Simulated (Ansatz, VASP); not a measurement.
## One calculation of Ga2SeS3, two programs

```xyz
6
Lattice="3.7357 0.0000 0.0000 0.0000 3.7357 0.0000 0.0000 0.0000 8.3786" Properties=species:S:1:pos:R:3 pbc="T T T"
Ga    1.8678    0.0000    6.1539
Ga    0.0000    1.8678    2.2247
Se    1.8678    1.8678    0.0000
S     1.8678    0.0000    3.2355
S     0.0000    1.8678    5.1431
S     0.0000    0.0000    0.0000
```

Change from the starting cell: species swapped into the Hf2SiAs3 type (P-4m2, No. 115).

Alike in both runs: task relaxation of cell and atoms; functional PBE; k mesh 3 × 3 × 2; occupations gaussian, width 0.15 eV; no spin polarisation.

|  | VASP | Ansatz |
| --- | --- | --- |
| version | VASP 6.6.1 | Ansatz 0.2.0 |
| potentials or method | VASP PAW PBE potentials, release 64 (Ga_d, Se, S), cutoff 500 eV | scalar-relativistic, plane waves, PAW |
| valence electrons in the cell | 50 | 60 |

|  | VASP | Ansatz | Ansatz less VASP |
| --- | --- | --- | --- |
| gap on the k mesh at the Fermi level, each at its own relaxed structure (eV) | none | none | - |
| relaxed volume (Å³/atom) | 21.26 | 20.94 | -0.319 |
| relaxed cell length with the largest relative difference (Å) | 9.912 | 9.741 | -0.1708 |

A gap of «none» marks a metal or a gap that the smearing closes. VASP's potentials hold 50 valence electrons a cell and Ansatz's 60, so a difference there can come from the potentials and not from the codes.

The k mesh is coarse, so the values compare programs but aren't converged.
